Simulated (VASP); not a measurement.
**MnPt: single point with LDA**

MnPt:

```
CELL_PARAMETERS angstrom
2.75379 2.75379 0.00000
-2.75379 2.75379 0.00000
0.00000 0.00000 3.69703
ATOMIC_POSITIONS crystal
Mn 0.00000 0.00000 0.00000
Mn 0.50000 0.50000 0.00000
Pt 0.50000 0.00000 0.50000
Pt 0.00000 0.50000 0.50000
```

```
Program             : VASP 6.6.1
Task                : single point
Functional          : LDA
Potentials or basis : VASP PAW LDA potentials, release 64 (Mn_pv, Pt)
Cutoff              : 520 eV
k mesh              : 12 × 12 × 12
Occupations         : gaussian, width 0.05 eV
Spin                : collinear spin, antiferromagnetic start
Starting moments    : [3.71, -3.71, 0.0, 0.0] μB
```

```
Pressure                                              : -8.4 GPa
Band gap on the k mesh                                : zero (filled and empty bands overlap)
Net moment                                            : 0.00 μB per cell
Site moments                                          : Mn +3.38, -3.38; Pt +0.00 μB
Valence electrons inside the program's atomic spheres : Mn 11.60; Pt 9.46
```

Stress tensor (GPa, compression positive):
```
-8.52  0.00  0.00
 0.00 -8.52  0.00
 0.00  0.00 -8.10
```

Levels at points of the mesh, in eV from the Fermi level:
Spin up:
```
           k point  band 20  band 21  band 22  band 23  band 24  band 25  band 26  band 27
(0.00, 0.00, 0.00)    -0.32    -0.32     0.13     1.11     1.18     1.18     1.18     1.27
(0.50, 0.00, 0.00)    -2.15    -2.14    -1.36    -0.33     0.07     0.09     0.43     0.95
(0.50, 0.50, 0.00)    -2.49    -2.09    -2.07    -1.94     0.08     0.08     0.36     1.55
(0.00, 0.00, 0.50)    -2.22    -2.14    -1.26    -0.25    -0.25     0.13     0.20     0.64
(0.50, 0.00, 0.50)    -2.37    -2.00    -1.92    -1.89     0.33     0.44     0.56     0.73
(0.50, 0.50, 0.50)    -0.90    -0.90    -0.63    -0.59    -0.59    -0.55     0.95     0.99
```
Spin down:
```tsv
k point	band 20	band 21	band 22	band 23	band 24	band 25	band 26	band 27
(0.00, 0.00, 0.00)	-0.32	-0.32	0.13	1.11	1.18	1.18	1.18	1.27
(0.50, 0.00, 0.00)	-2.15	-2.14	-1.36	-0.33	0.07	0.09	0.43	0.95
(0.50, 0.50, 0.00)	-2.49	-2.09	-2.07	-1.94	0.08	0.08	0.36	1.55
(0.00, 0.00, 0.50)	-2.22	-2.14	-1.26	-0.25	-0.25	0.13	0.20	0.64
(0.50, 0.00, 0.50)	-2.37	-2.00	-1.92	-1.89	0.33	0.44	0.56	0.73
(0.50, 0.50, 0.50)	-0.90	-0.90	-0.63	-0.59	-0.59	-0.55	0.95	0.99
```

It took 19 min on 1 thread of Oxide Virtual Turin-like Processor, on a shared host, peak memory 0.54 GiB.

Caveat: the cell stands under tension; the antiferromagnetic order is the one typed at the start, and another may lie lower; spin-orbit coupling is left out, which moves the levels of the heavy elements.
